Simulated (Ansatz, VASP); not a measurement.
CdF2: VASP beside Ansatz

Contents of INCAR:

```
SYSTEM = CdF2
ALGO = Normal
EDIFF = 1E-6
EDIFFG = -0.04
ENCUT = 600
GGA = PE
IBRION = 2
ISIF = 3
ISMEAR = 0
LASPH = .True.
LCHARG = .False.
LREAL = .False.
LWAVE = .False.
NELM = 80
NSW = 90
PREC = Accurate
SIGMA = 0.1
```

File KPOINTS:

```
k-points
0
Gamma
  6 6 6
  0 0 0
```

File POSCAR:

```
CdF2
1.0
    0.0000000000      2.6940000000      2.6940000000
    2.6940000000      0.0000000000      2.6940000000
    2.6940000000      2.6940000000      0.0000000000
Cd F
1 2
Direct
    0.0000000000      0.0000000000      0.0000000000
    0.2500000000      0.2500000000      0.2500000000
    0.7500000000      0.7500000000      0.7500000000
```

Input for Ansatz:

```yaml
crystal:
  lattice:
    - [0.0, 2.694, 2.694]
    - [2.694, 0.0, 2.694]
    - [2.694, 2.694, 0.0]
  atoms:
    - { symbol: Cd, position: [0.0, 0.0, 0.0] }
    - { symbol: F, position: [0.25, 0.25, 0.25] }
    - { symbol: F, position: [0.75, 0.75, 0.75] }
basis:
  ecutwfc: 420
kpoints:
  mp_grid: { grid: [6, 6, 6] }
hamiltonian:
  xc: pbe
scf:
  occupations: { method: gaussian, width: 0.1 }
  lower_state_search: "off"
output:
  forces: true
  stress: true
  eigenvalues: true
relax:
  adjacent_minimum: "off"
  f_tol: 0.04
  max_steps: 70
  cell: { stress_tol: 0.4 }
```

Alike in both runs: task relaxation of cell and atoms; functional PBE; k mesh 6 × 6 × 6; occupations gaussian, width 0.1 eV; no spin polarisation.

|  | VASP | Ansatz |
| --- | --- | --- |
| version | VASP 6.6.1 | Ansatz 0.2.0 |
| potentials or method | VASP PAW PBE potentials, release 64 (Cd, F), cutoff 600 eV | scalar-relativistic, plane waves, PAW |
| valence electrons in the cell | 26 | 34 |

VASP gave:

| Property | Result |
| --- | --- |
| gap on the k mesh at the Fermi level, each at its own relaxed structure (eV) | 2.89 |
| relaxed volume (Å³/atom) | 13.79 |
| relaxed cell length with the largest relative difference (Å) | 3.882 |

Which values does Ansatz return?

gap on the k mesh at the Fermi level, each at its own relaxed structure (eV): 2.94; relaxed volume (Å³/atom): 13.71; relaxed cell length with the largest relative difference (Å): 3.875.

VASP's potentials hold 26 valence electrons a cell and Ansatz's 34, so a difference there can come from the potentials and not from the codes.
